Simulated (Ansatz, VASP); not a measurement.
**PtSe2 in VASP and in Ansatz**

```
Se Pt
1.0
     3.75600    0.00000    0.00000
    -1.87800    3.25279    0.00000
     0.00000    0.00000   31.12129
Se Pt
2 1
Direct
  0.66667 0.33333 0.45670
  0.33333 0.66667 0.54330
  0.00000 0.00000 0.50000
```

Alike in both runs: task single point; functional PBE; dispersion D3(BJ); k mesh 9 × 9 × 1; occupations gaussian, width 0.02 eV; no spin polarisation.

|  | VASP | Ansatz |
| --- | --- | --- |
| version | VASP 6.6.1 | Ansatz 0.2.0 |
| potentials or method | VASP PAW PBE potentials, release 64 (Se, Pt), cutoff 400 eV | scalar-relativistic, plane waves, PAW |
| valence electrons in the cell | 22 | 50 |

```csv
,VASP,Ansatz,Ansatz less VASP
gap on the k mesh at the Fermi level (eV),1.29,1.30,+0.010
least direct gap on the mesh (eV),1.51,1.52,+0.007
rms of the force components (eV/Å),0.258,0.258,-0.0006
```

VASP's potentials hold 22 valence electrons a cell and Ansatz's 50, so a difference there can come from the potentials and not from the codes.

Spin-orbit coupling is off throughout.
